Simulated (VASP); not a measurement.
Input of a VASP 6.6.1 run:

The input INCAR:

```
ALGO     = Normal         # electronic algorithm
EDIFF    = 1E-8           # SCF threshold, eV
ENCUT    = 520            # plane-wave cutoff, eV
ISIF     = 2              # what is computed and relaxed
ISMEAR   = -1             # smearing method
LASPH    = T              # aspherical terms in the spheres
LCHARG   = F              # write CHGCAR
LEFG     = T            
LREAL    = F              # projectors in reciprocal space
LWAVE    = F              # write WAVECAR
NBANDS   = 11             # bands
NELM     = 100            # most SCF steps
PREC     = Accurate       # precision mode
SIGMA    = 0.05           # smearing width, eV
```

KPOINTS

```
k-points
0
Gamma
  16 16 16
```

The input POSCAR:

```
Si
1.0
   -2.3185300000      2.4395550000      1.2750000000
    2.3185300000     -2.4395550000      1.2750000000
    2.3185300000      2.4395550000     -1.2750000000
Si
2
Direct
    0.8070000000      0.5570000000      0.2500000000
    0.1930000000      0.4430000000      0.7500000000
```

Potentials or basis: VASP PAW LDA potentials, release 64 (Si).

Command:

```console
$ cat potpaw_LDA.64/Si/POTCAR > POTCAR
$ mpirun -np 1 vasp_std > vasp.out
```

What does it give for the largest force?

0.055 eV/Å.

What does it give for the pressure?

2.3 GPa.

Forces on the atoms (eV/Å):
```
Si   0.000  0.000  0.055
Si   0.000  0.000 -0.055
```

Caveat: the cell differs from its parent crystal (equal xx and yy strain of +3 %); without QUAD_EFG the Cq values of the log hold for a quadrupole moment of 1 mb, not for the nuclei.
